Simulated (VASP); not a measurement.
SrTe, 2 atoms in the cell. Symmetry: Fm-3m, No. 225, cubic system. The conventional cell has a = 6.706 Å, b = 6.706 Å, c = 6.706 Å, α = 90.00°, β = 90.00°, γ = 90.00°. Sr (site symmetry m-3m) has 6 Te at 3.35 Å within 4.4 Å. Te (site symmetry m-3m) has 6 Sr at 3.35 Å within 4.4 Å. 

```yaml
Program: VASP 6.6.1
Task: single point
Functional: PBE
Potentials_or_basis: VASP PAW PBE potentials, release 64 (Sr_sv, Te)
Cutoff: 500 eV
k_mesh: 4 × 4 × 4
Occupations: gaussian, width 0.01 eV
Spin: no spin polarisation
Dipole_correction: no
Further_INCAR_settings: ALGO = Normal; EDIFF = 1e-06; NBANDS = 15
```

Potentials or basis: VASP PAW PBE potentials, release 64 (Sr_sv, Te).

Command:

```sh
$ cat potpaw_PBE.64/Sr_sv/POTCAR potpaw_PBE.64/Te/POTCAR > POTCAR
$ mpirun -np 1 vasp_std > vasp.out
```

Hardware: 1 thread of AMD EPYC 9R45 96-Core Processor (Zen 5), with other jobs on the host.

How long does it take, and how much memory?

Wall time 6.2 s on 1 thread of AMD EPYC 9R45 96-Core Processor (Zen 5), on a shared host, peak memory 0.17 GiB. Counts: scf iterations 12, k points 8.
